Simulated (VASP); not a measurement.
## GeW: relaxation of cell and atoms with PBE

GeW:

```
CELL_PARAMETERS angstrom
2.99831 0.00000 0.00000
0.00000 2.99831 0.00000
0.00000 0.00000 3.92993
ATOMIC_POSITIONS crystal
Ge 0.50000 0.50000 0.50000
W 0.00000 0.00000 0.00000
```

| Item | Value |
| --- | --- |
| Program | VASP 6.6.1 |
| Task | relaxation of cell and atoms |
| Functional | PBE |
| Potentials or basis | VASP PAW PBE potentials, release 64 (Ge_d, W_sv) |
| Cutoff | 600 eV |
| k mesh | 6 × 6 × 4 |
| Occupations | gaussian, width 0.1 eV |
| Spin | no spin polarisation |
| Dipole correction | no |
| Further INCAR settings | ALGO = Normal; EDIFF = 1e-07; IBRION = 2; EDIFFG = -0.04; NSW = 90; ISIF = 3 |

| Quantity | Value |
| --- | --- |
| Relaxed volume | 15.45 Å³/atom |
| Relaxed cell | a = 3.112 Å, b = 3.112 Å, c = 3.192 Å, α = 90.00°, β = 90.00°, γ = 90.00° |
| Space group after relaxing (to 0.05 Å) | P4/mmm (No. 123) |
| Energy gained by relaxing | 350.3 meV/atom |
| Ionic steps | 13 |
| Pressure after relaxing | 0.2 GPa |
| Band gap on the k mesh | zero (band 14 reaches 13.65 eV, above the bottom of band 15 at 9.84 eV) |

Stress tensor (GPa, compression positive):
```
0.09 0.00 0.00
0.00 0.09 0.00
0.00 0.00 0.38
```

The path:
```
step  energy change (eV)  largest force (eV/Å)  pressure (GPa)  volume (Å³)
   1              0.0000                0.0000          -16.65        35.33
   2              0.2193                0.0000           45.65        26.72
   3             -0.2620                0.0000            1.85        31.26
   4             -0.5230                0.0000            4.90        30.45
   5             -0.1723                0.0000           39.37        27.03
   6             -0.6297                0.0000           13.61        29.18
   7             -0.6495                0.0000           11.16        29.47
   8             -0.6879                0.0000           -3.95        31.55
   9             -0.7000                0.0000            0.87        30.80
  10             -0.7000                0.0000            0.38        30.87
  11             -0.7000                0.0000            0.59        30.84
  12             -0.7005                0.0000            0.32        30.88
  13             -0.7006                0.0000            0.19        30.91
```

Final structure:
```cif
data_structure
_symmetry_space_group_name_H-M 'P 1'
_symmetry_Int_Tables_number 1
_cell_length_a 3.1115
_cell_length_b 3.1115
_cell_length_c 3.1922
_cell_angle_alpha 90.000
_cell_angle_beta 90.000
_cell_angle_gamma 90.000
_cell_volume 30.91
loop_
_atom_site_label
_atom_site_type_symbol
_atom_site_fract_x
_atom_site_fract_y
_atom_site_fract_z
_atom_site_occupancy
Ge1 Ge 0.50000 0.50000 0.50000 1
W1 W 0.00000 0.00000 0.00000 1
```

Levels at points of the mesh, in eV from the Fermi level:
| k point | band 11 | band 12 | band 13 | band 14 | band 15 | band 16 | band 17 | band 18 |
| --- | --- | --- | --- | --- | --- | --- | --- | --- |
| (0.00, 0.00, 0.00) | -3.26 | -3.21 | 1.55 | 1.55 | 1.71 | 1.85 | 2.49 | 2.49 |
| (0.50, 0.00, 0.00) | -7.73 | -2.40 | -2.07 | -1.65 | 1.81 | 3.52 | 6.98 | 8.95 |
| (0.50, 0.50, 0.00) | -3.56 | -3.56 | -3.11 | -0.35 | -0.35 | 3.53 | 3.57 | 4.82 |
| (0.00, 0.00, 0.50) | -7.82 | -2.57 | -1.64 | -1.64 | 1.91 | 3.03 | 7.11 | 9.04 |
| (0.50, 0.00, 0.50) | -3.73 | -3.58 | -3.36 | -0.16 | 0.00 | 3.32 | 3.84 | 4.98 |
| (0.50, 0.50, 0.50) | -5.73 | -5.73 | -5.20 | 3.46 | 3.59 | 3.63 | 3.63 | 3.65 |

Run time: 62 s on 1 thread of Intel(R) Xeon(R) 6975P-C (Granite Rapids), on a shared host, peak memory 0.18 GiB.

Caveat: the k points lie up to 0.49 Å⁻¹ apart in the final cell; spin-orbit coupling is left out, which moves the levels of the heavy elements.
